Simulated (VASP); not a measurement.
# CoW3 (Fm-3m) in VASP: notebook

Aim: see how the results for CoW3 move with the level of theory and the settings. Levels: r2SCAN, PBE. Tasks: single point, relaxation of cell and atoms.

Program: VASP 6.6.1. These are calculated values, not measurements. Logs are shortened: lines on timing, memory, paths and dates and some standing lists are left out, and cuts for length are marked.

## 1. The cell of the first run

Symmetry: Fm-3m, No. 225, cubic system. Conventional cell: a = 6.213 Å, b = 6.213 Å, c = 6.213 Å, α = 90.00°, β = 90.00°, γ = 90.00°. W (site symmetry -43m) has 10 W at 2.69 to 3.11 Å and 4 Co at 2.69 Å within 3.5 Å. W (site symmetry m-3m) has 8 W at 2.69 Å and 6 Co at 3.11 Å within 3.5 Å. Co (site symmetry m-3m) has 14 W at 2.69 to 3.11 Å within 3.5 Å.

## 2. Single point, r2SCAN

POSCAR

```
CoW3
1.0
    0.0000000000      3.1063930068      3.1063930068
    3.1063930068      0.0000000000      3.1063930068
    3.1063930068      3.1063930068      0.0000000000
W Co
3 1
Direct
    0.2500000000      0.2500000000      0.2500000000
    0.7500000000      0.7500000000      0.7500000000
    0.5000000000      0.5000000000      0.5000000000
    0.0000000000      0.0000000000      0.0000000000
```

INCAR.step1

```
SYSTEM = CoW3
  PREC = Accurate
  ENCUT = 520
  ISMEAR = 0
  SIGMA = 0.1
  LREAL = .FALSE.
  LASPH = .TRUE.
  NELM = 60
  NBANDS = 34
  GGA = PE
  ALGO = Normal
  EDIFF = 1E-4
  LWAVE = .TRUE.
  LCHARG = .FALSE.
```

INCAR.step2

```
SYSTEM = CoW3
  PREC = Accurate
  ENCUT = 520
  EDIFF = 1E-7
  ISMEAR = 0
  SIGMA = 0.1
  LREAL = .FALSE.
  LASPH = .TRUE.
  NELM = 60
  ALGO = Normal
  ISIF = 2
  LWAVE = .FALSE.
  LCHARG = .FALSE.
  METAGGA = R2SCAN
  LMIXTAU = .TRUE.
  NBANDS = 34
  ISTART = 1
```

KPOINTS

```
regular mesh
0
G
  12 12 12
  0 0 0
```

Potentials or basis: VASP PAW PBE potentials, release 64 (W_sv, Co).

Run with:

```sh
$ cat potpaw_PBE.64/W_sv/POTCAR potpaw_PBE.64/Co/POTCAR > POTCAR
$ cp INCAR.step1 INCAR
$ mpirun -np 1 vasp_std > vasp.out
$ cp INCAR.step2 INCAR
$ mpirun -np 1 vasp_std > vasp.out
```

OUTCAR:

```text
SYSTEM = CoW3
   PREC = Accurate
   ENCUT = 520
   EDIFF = 1E-7
   ISMEAR = 0
   LREAL = .FALSE.
   LASPH = .TRUE.
   NELM = 60
   ISIF = 2
   METAGGA = R2SCAN
   ISTART = 1

 ion  position               nearest neighbor table
   1  0.250  0.250  0.250-   3 2.69   4 2.69   4 2.69   4 2.69   4 2.69   3 2.69   3 2.69   3 2.69
                             2 3.11   2 3.11   2 3.11   2 3.11   2 3.11   2 3.11
   2  0.750  0.750  0.750-   3 2.69   4 2.69   3 2.69   3 2.69   3 2.69   4 2.69   4 2.69   4 2.69
                             1 3.11   1 3.11   1 3.11   1 3.11   1 3.11   1 3.11
   3  0.500  0.500  0.500-   1 2.69   2 2.69   1 2.69   1 2.69   1 2.69   2 2.69   2 2.69   2 2.69
                             4 3.11   4 3.11   4 3.11   4 3.11   4 3.11   4 3.11
   4  0.000  0.000  0.000-   1 2.69   2 2.69   2 2.69   2 2.69   2 2.69   1 2.69   1 2.69   1 2.69
                             3 3.11   3 3.11   3 3.11   3 3.11   3 3.11   3 3.11

  LATTYP: Found a face centered cubic cell.
 ALAT       =     6.2127860136

  Lattice vectors:

 A1 = (   0.0000000000,   3.1063930068,   3.1063930068)
 A2 = (   3.1063930068,   0.0000000000,   3.1063930068)
 A3 = (   3.1063930068,   3.1063930068,   0.0000000000)

Analysis of symmetry for initial positions (statically):
=====================================================================
 Subroutine PRICEL returns:
 Original cell was already a primitive cell.

 Routine SETGRP: Setting up the symmetry group for a
 face centered cubic supercell.

 Subroutine GETGRP returns: Found 48 space group operations
 (whereof 48 operations were pure point group operations)
 out of a pool of 48 trial point group operations.

The static configuration has the point symmetry O_h .

Analysis of symmetry for dynamics (positions and initial velocities):
=====================================================================
 Subroutine PRICEL returns:
 Original cell was already a primitive cell.

 Routine SETGRP: Setting up the symmetry group for a
 face centered cubic supercell.

 Subroutine GETGRP returns: Found 48 space group operations
 (whereof 48 operations were pure point group operations)
 out of a pool of 48 trial point group operations.

The dynamic configuration has the point symmetry O_h .

 Subroutine INISYM returns: Found 48 space group operations
 (whereof 48 operations are pure point group operations),
 and found     1 'primitive' translations

----------------------------------------------------------------------------------------

                                     Primitive cell

  volume of cell :      59.9514

  direct lattice vectors                    reciprocal lattice vectors
     0.000000000  3.106393007  3.106393007    -0.160958385  0.160958385  0.160958385
     3.106393007  0.000000000  3.106393007     0.160958385 -0.160958385  0.160958385
     3.106393007  3.106393007  0.000000000     0.160958385  0.160958385 -0.160958385

  length of vectors
     4.393103120  4.393103120  4.393103120     0.278788100  0.278788100  0.278788100

  position of ions in fractional coordinates (direct lattice)
     0.250000000  0.250000000  0.250000000
     0.750000000  0.750000000  0.750000000
     0.500000000  0.500000000  0.500000000
     0.000000000  0.000000000  0.000000000

  ion indices of the primitive-cell ions
   primitive index   ion index
                 1           1
                 2           2
                 3           3
                 4           4

----------------------------------------------------------------------------------------

 KPOINTS: regular mesh

Automatic generation of k-mesh.
 Grid dimensions read from file:
 generate k-points for:   12   12   12

 Generating k-lattice:

  Cartesian coordinates                     Fractional coordinates (reciprocal lattice)
    -0.013413199  0.013413199  0.013413199     0.083333333  0.000000000  0.000000000
     0.013413199 -0.013413199  0.013413199     0.000000000  0.083333333  0.000000000
     0.013413199  0.013413199 -0.013413199     0.000000000  0.000000000  0.083333333

  Length of vectors
     0.023232342  0.023232342  0.023232342

  Shift w.r.t. Gamma in fractional coordinates (k-lattice)
     0.000000000  0.000000000  0.000000000

 Subroutine IBZKPT returns following result:
 ===========================================

 Found     72 irreducible k-points:

 Following reciprocal coordinates:
            Coordinates               Weight
  0.000000  0.000000  0.000000      1.000000
  0.083333  0.000000  0.000000      8.000000
  0.166667  0.000000  0.000000      8.000000
  0.250000  0.000000  0.000000      8.000000
  0.333333  0.000000  0.000000      8.000000
  0.416667  0.000000  0.000000      8.000000
[... 16 lines left out ...]
  0.500000  0.166667  0.000000     24.000000
 -0.416667  0.166667  0.000000     24.000000
 [... further k-points ...]
   k-points           NKPTS =     72   k-points in BZ     NKDIM =     72   number of bands    NBANDS=     34
   number of dos      NEDOS =    301   number of ions     NIONS =      4
   total plane-waves  NPLWV =  46656
   dimension x,y,z NGX =    36 NGY =   36 NGZ =   36
   dimension x,y,z NGXF=    72 NGYF=   72 NGZF=   72
   ions per type =               3   1
   NGX,Y,Z   is equivalent  to a cutoff of  13.62, 13.62, 13.62 a.u.
   NGXF,Y,Z  is equivalent  to a cutoff of  27.25, 27.25, 27.25 a.u.
 SYSTEM =  CoW3
   PREC   = accura    normal or accurate (medium, high low for compatibility)
   ISTART =      1    job   : 0-new  1-cont  2-samecut
   ICHARG =      0    charge: 1-file 2-atom 10-const
   ISPIN  =      1    spin polarized calculation?
   LNONCOLLINEAR =      F non collinear calculations
   LSORBIT =      F    spin-orbit coupling
   LASPH  =      T    aspherical Exc in radial PAW
   ENCUT  =  520.0 eV  38.22 Ry    6.18 a.u.   8.17  8.17  8.17*2*pi/ulx,y,z
   NELM   =     60;   NELMIN=  2; NELMDL=  0     # of ELM steps
   EDIFF  = 0.1E-06   stopping-criterion for ELM
   LREAL  =      F    real-space projection
   EDIFFG = 0.1E-05   stopping-criterion for IOM
   NSW    =      0    number of steps for IOM
   IBRION =     -1    ionic relax: 0-MD 1-quasi-New 2-CG
   NFREE  =      0    steps in history (QN), initial steepest desc. (CG)
   ISIF   =      2    stress and relaxation
   ISYM   =      2    0-nonsym 1-usesym 2-fastsym
   POTIM  = 0.5000    time-step for ionic-motion
   TEBEG  =    0.0;   TEEND  =   0.0 temperature during run
   PSTRESS=    0.0 pullay stress
   NELECT =      51.0000    total number of electrons
   NUPDOWN=      -1.0000    fix difference up-down
   EMIN   =  10.00;   EMAX   =-10.00  energy-range for DOS
   EFERMI =   0.00;   METHOD = LEGACY
   ISMEAR =     0;   SIGMA  =   0.10  broadening in eV -4-tet -1-fermi 0-gaus
   EFERMI_NEDOS =   21; number of points for ismear=-14 and -15
   IALGO  =     38    algorithm
   IMIX   =      4    mixing-type and parameters
     AMIX     =   0.40;   BMIX     =  1.00
     AMIX_MAG =   1.60;   BMIX_MAG =  1.00
  volume/ion in A,a.u.               =      14.99       101.14
  Fermi-wavevector in a.u.,A,eV,Ry     =   1.551191  2.931325 32.738232  2.406192
  Thomas-Fermi vector in A             =   2.655746
   LORBIT       =      0    0 simple, 1 ext, 2 COOP (PROOUT), +10 PAW based schemes
   METAGGA = R2SCAN    functional components
   LHFCALC =     F    Hartree Fock is set to
   AEXX    =    0.0000 exact exchange contribution
   IVDW    =     0    specifies the selected vdW correction
   LEPSILON=     F    determine dielectric tensor
   LRPA    =     F    only Hartree local field effects (RPA)
 non-spin polarized calculation
 Gauss-broadening in eV      SIGMA  =   0.10
  energy-cutoff  :      520.00
  volume of cell :       59.95
 maximum number of plane-waves:      1639
 NGX is ok and might be reduce to    36
   NGX = 17   NGY = 17   NGZ = 17

 number of electron      50.9999998 magnetization

 Free energy of the ion-electron system (eV)
  ---------------------------------------------------
  ext. energy  EPLUGINS =         0.00000000
  ---------------------------------------------------
  free energy    TOTEN  =      -165.75211983 eV

  energy without entropy =     -165.72703761  energy(sigma->0) =     -165.73957872

 E-fermi :  10.6228     XC(G=0): -14.7197

 val. band max:       10.6171097209   @ k =  -0.3333   0.1667   0.0000
 cond. band min:      10.6262374330   @ k =  -0.4167   0.2500   0.0000
 fundamental gap:      0.0091277121
 Fermi energy:        10.6228121241

 k-point     1 :       0.0000    0.0000    0.0000
  band No.  band energies     occupation
      1     -65.5278      2.00000
      2     -65.4644      2.00000
      3     -64.9511      2.00000
      4     -29.1896      2.00000
      5     -29.1896      2.00000
      6     -29.1896      2.00000
[... 26 lines left out ...]
     33      14.4874      0.00000
     34      17.3903      0.00000

 k-point     2 :       0.0833    0.0000    0.0000
  band No.  band energies     occupation
      1     -65.5260      2.00000
      2     -65.4651      2.00000
      3     -64.9523      2.00000
      4     -29.2468      2.00000
      5     -29.2193      2.00000
      6     -29.2193      2.00000
[... 26 lines left out ...]
     33      14.6234      0.00000
     34      17.6196      0.00000

 k-point     3 :       0.1667    0.0000    0.0000
  band No.  band energies     occupation
      1     -65.5209      2.00000
      2     -65.4670      2.00000
      3     -64.9556      2.00000
      4     -29.2948      2.00000
      5     -29.2598      2.00000
      6     -29.2597      2.00000
[... 26 lines left out ...]
     33      14.6503      0.00000
     34      18.0550      0.00000
[... 704 lines left out ...]
 k-point    23 :       0.5000    0.1667    0.0000
  band No.  band energies     occupation
      1     -65.4913      2.00000
      2     -65.4815      2.00000
      3     -64.9714      2.00000
      4     -29.4063      2.00000
      5     -29.3794      2.00000
      6     -29.2682      2.00000
[... 26 lines left out ...]
     33      14.1322      0.00000
     34      14.9988      0.00000

 k-point    24 :      -0.4167    0.1667    0.0000
  band No.  band energies     occupation
      1     -65.4892      2.00000
      2     -65.4833      2.00000
      3     -64.9717      2.00000
      4     -29.3878      2.00000
      5     -29.3815      2.00000
      6     -29.2735      2.00000
[... 26 lines left out ...]
     33      14.4619      0.00000
     34      14.9161      0.00000

 [... further k-points ...]

------------------------ aborting loop because EDIFF is reached ----------------------------------------

  FORCE on cell =-STRESS in cart. coord.  units (eV):
  Direction    XX          YY          ZZ          XY          YZ          ZX
  --------------------------------------------------------------------------------------
  -------------------------------------------------------------------------------------
  Total       -2.3238262     -2.3238262     -2.3238262     -0.0000000     -0.0000000     -0.0000000
  in kB      -62.1033500    -62.1033500    -62.1033500     -0.0000000     -0.0000000     -0.0000000
  external PRESSURE =     -62.1033500 kB  Pullay stress =       0.0000000 kB

 VOLUME and BASIS-vectors are now :
 -----------------------------------------------------------------------------
  energy-cutoff  :      520.00
  volume of cell :       59.95
      direct lattice vectors                 reciprocal lattice vectors
     0.000000000  3.106393007  3.106393007    -0.160958385  0.160958385  0.160958385
     3.106393007  0.000000000  3.106393007     0.160958385 -0.160958385  0.160958385
     3.106393007  3.106393007  0.000000000     0.160958385  0.160958385 -0.160958385

 POSITION                                       TOTAL-FORCE (eV/Angst)
 -----------------------------------------------------------------------------------
      1.55320      1.55320      1.55320         0.000000      0.000000      0.000000
      4.65959      4.65959      4.65959        -0.000000     -0.000000     -0.000000
      3.10639      3.10639      3.10639        -0.000000     -0.000000     -0.000000
      0.00000      0.00000      0.00000        -0.000000     -0.000000     -0.000000
 -----------------------------------------------------------------------------------
    total drift:                                0.000000      0.000000      0.000000

  FREE ENERGIE OF THE ION-ELECTRON SYSTEM (eV)
  ---------------------------------------------------
  free  energy   TOTEN  =      -165.7521198303 eV

  energy  without entropy=     -165.7270376141  energy(sigma->0) =     -165.73957872
```

It took 10 min on 1 thread of AMD EPYC 9R45 (Zen 5), shared host; peak memory 0.26 GiB.

Results:

```
Free energy            : -165.7521 eV
Pressure               : -6.2 GPa
Band gap on the k mesh : zero (an odd number of electrons rules out a gap without spin polarisation)
```

Caveat: the cell stands under tension; the PAW data sets were made with another functional, which shifts forces and pressure a little; spin-orbit coupling is left out, which moves the levels of the heavy elements; the run has no spin polarisation, though such a crystal can be magnetic.

## 3. Relaxation of cell and atoms, PBE

INCAR

```
  ALGO = Fast
  EDIFF = 1E-6
  EDIFFG = -0.01
  ENCUT = 600
  GGA = PE
  IBRION = 2
  ISIF = 3
  ISMEAR = 0
  LASPH = True
  LCHARG = False
  LREAL = False
  LWAVE = False
  NELM = 100
  NSW = 80
  PREC = Accurate
  SIGMA = 0.1
```

KPOINTS

```
k-points
0
Gamma
  12 12 12
```

POSCAR is that of step 2.

Potentials or basis: VASP PAW PBE potentials, release 64 (W_sv, Co).

Run with:

```sh
$ cat potpaw_PBE.64/W_sv/POTCAR potpaw_PBE.64/Co/POTCAR > POTCAR
$ mpirun -np 1 vasp_std > vasp.out
```

OUTCAR:

```text
EDIFF = 1E-6
   EDIFFG = -0.01
   ENCUT = 600
   GGA = PE
   IBRION = 2
   ISIF = 3
   ISMEAR = 0
   LASPH = True
   LREAL = False
   NELM = 100
   NSW = 80
   PREC = Accurate

 ion  position               nearest neighbor table
   1  0.250  0.250  0.250-   3 2.69   4 2.69   4 2.69   4 2.69   4 2.69   3 2.69   3 2.69   3 2.69
                             2 3.11   2 3.11   2 3.11   2 3.11   2 3.11   2 3.11
   2  0.750  0.750  0.750-   3 2.69   4 2.69   3 2.69   3 2.69   3 2.69   4 2.69   4 2.69   4 2.69
                             1 3.11   1 3.11   1 3.11   1 3.11   1 3.11   1 3.11
   3  0.500  0.500  0.500-   1 2.69   2 2.69   1 2.69   1 2.69   1 2.69   2 2.69   2 2.69   2 2.69
                             4 3.11   4 3.11   4 3.11   4 3.11   4 3.11   4 3.11
   4  0.000  0.000  0.000-   1 2.69   2 2.69   2 2.69   2 2.69   2 2.69   1 2.69   1 2.69   1 2.69
                             3 3.11   3 3.11   3 3.11   3 3.11   3 3.11   3 3.11

  LATTYP: Found a face centered cubic cell.
 ALAT       =     6.2127860136

  Lattice vectors:

[... 270 lines left out ...]
 E-fermi :  10.8590     XC(G=0): -13.4709

 val. band max:       10.8574812571   @ k =   0.3333   0.0000   0.0000
 cond. band min:      10.8731769692   @ k =  -0.3333   0.1667   0.0000
 fundamental gap:      0.0156957121
 Fermi energy:        10.8589676538

 k-point     1 :       0.0000    0.0000    0.0000
  band No.  band energies     occupation
      1     -63.3411      2.00000
      2     -63.2837      2.00000
      3     -62.8214      2.00000
      4     -27.6658      2.00000
      5     -27.6658      2.00000
      6     -27.6658      2.00000
[... 781 lines left out ...]
     29      12.1997      0.00000
     30      13.4537      0.00000

 [... further k-points ...]

------------------------ aborting loop because EDIFF is reached ----------------------------------------

  FORCE on cell =-STRESS in cart. coord.  units (eV):
  Direction    XX          YY          ZZ          XY          YZ          ZX
  --------------------------------------------------------------------------------------
  -------------------------------------------------------------------------------------
  Total       -0.0330823     -0.0330823     -0.0330823     -0.0000000     -0.0000000      0.0000000
  in kB       -0.8889296     -0.8889296     -0.8889296     -0.0000000     -0.0000000      0.0000000
  external PRESSURE =      -0.8889296 kB  Pullay stress =       0.0000000 kB
[... 19 lines left out ...]
  FREE ENERGIE OF THE ION-ELECTRON SYSTEM (eV)
  ---------------------------------------------------
  free  energy   TOTEN  =       -44.8286698470 eV

  energy  without entropy=      -44.8021793166  energy(sigma->0) =      -44.81542458

 reached required accuracy - stopping structural energy minimisation
```

OSZICAR:

```text
N       E                     dE             d eps       ncg     rms          rms(c)
DAV:   1     0.644008655873E+03    0.64401E+03   -0.31237E+04  4328   0.223E+03
DAV:   2    -0.614099866082E+01   -0.65015E+03   -0.63907E+03  4410   0.637E+02
[... 42 lines left out ...]
RMM:   8    -0.448286837311E+02    0.34583E-04   -0.10068E-03  4783   0.212E-01    0.104E-01
RMM:   9    -0.448286867736E+02   -0.30425E-05   -0.21054E-04  6476   0.937E-02    0.856E-02
RMM:  10    -0.448286809445E+02    0.58292E-05   -0.31602E-05  5433   0.359E-02    0.718E-02
RMM:  11    -0.448286709712E+02    0.99733E-05   -0.13420E-05  4431   0.272E-02    0.389E-02
RMM:  12    -0.448286694919E+02    0.14793E-05   -0.28115E-05  4673   0.357E-02    0.116E-02
RMM:  13    -0.448286698470E+02   -0.35509E-06   -0.32580E-06  3010   0.123E-02
   3 F= -.44828670E+02 E0= -.44815425E+02  d E =-.154457E-02
```

CONTCAR:

```text
CoW3
   1.00000000000000
    -0.0000000000000000    3.1007715298967686    3.1007715298967686
     3.1007715298967686   -0.0000000000000000    3.1007715298967686
     3.1007715298967686    3.1007715298967686    0.0000000000000000
  W               Co
     3     1
Direct
     0.2500000000000000    0.2500000000000000    0.2500000000000000
     0.7500000000000000    0.7500000000000000    0.7500000000000000
     0.5000000000000000    0.5000000000000000    0.5000000000000000
     0.0000000000000000    0.0000000000000000    0.0000000000000000

  0.00000000E+00  0.00000000E+00  0.00000000E+00
  0.00000000E+00  0.00000000E+00  0.00000000E+00
  0.00000000E+00  0.00000000E+00  0.00000000E+00
  0.00000000E+00  0.00000000E+00  0.00000000E+00
```

Wall time 6.1 min (1 thread of AMD EPYC 9R45 (Zen 5), shared host); peak memory 0.28 GiB.

What came out:

| Quantity | Value |
| --- | --- |
| Free energy | -44.8287 eV |
| Relaxed volume | 14.91 Å³/atom |
| Relaxed cell | a = 4.385 Å, b = 4.385 Å, c = 4.385 Å, α = 60.00°, β = 60.00°, γ = 60.00° |
| Space group after relaxing (to 0.1 Å) | Fm-3m (No. 225) |
| Energy gained by relaxing | 0.4 meV/atom |
| Ionic steps | 3 |
| Pressure after relaxing | -0.1 GPa |
| Band gap on the k mesh | zero (an odd number of electrons rules out a gap without spin polarisation) |

Step by step:
| step | energy change (eV) | largest force (eV/Å) | pressure (GPa) | volume (Å³) |
| --- | --- | --- | --- | --- |
| 1 | 0.0000 | 0.0000 | -1.52 | 59.95 |
| 2 | 0.0104 | 0.0000 | 4.32 | 58.73 |
| 3 | -0.0015 | 0.0000 | -0.09 | 59.63 |

Final structure:
```cif
data_structure
_symmetry_space_group_name_H-M 'P 1'
_symmetry_Int_Tables_number 1
_cell_length_a 4.3852
_cell_length_b 4.3852
_cell_length_c 4.3852
_cell_angle_alpha 60.000
_cell_angle_beta 60.000
_cell_angle_gamma 60.000
_cell_volume 59.63
loop_
_atom_site_label
_atom_site_type_symbol
_atom_site_fract_x
_atom_site_fract_y
_atom_site_fract_z
_atom_site_occupancy
W1 W 0.25000 0.25000 0.25000 1
W2 W 0.75000 0.75000 0.75000 1
W3 W 0.50000 0.50000 0.50000 1
Co1 Co 0.00000 0.00000 0.00000 1
```

Caveat: spin-orbit coupling is left out, which moves the levels of the heavy elements; the run has no spin polarisation, though such a crystal can be magnetic. Spin polarisation is off, so any magnetic state and its effect on volume and gap are missing.
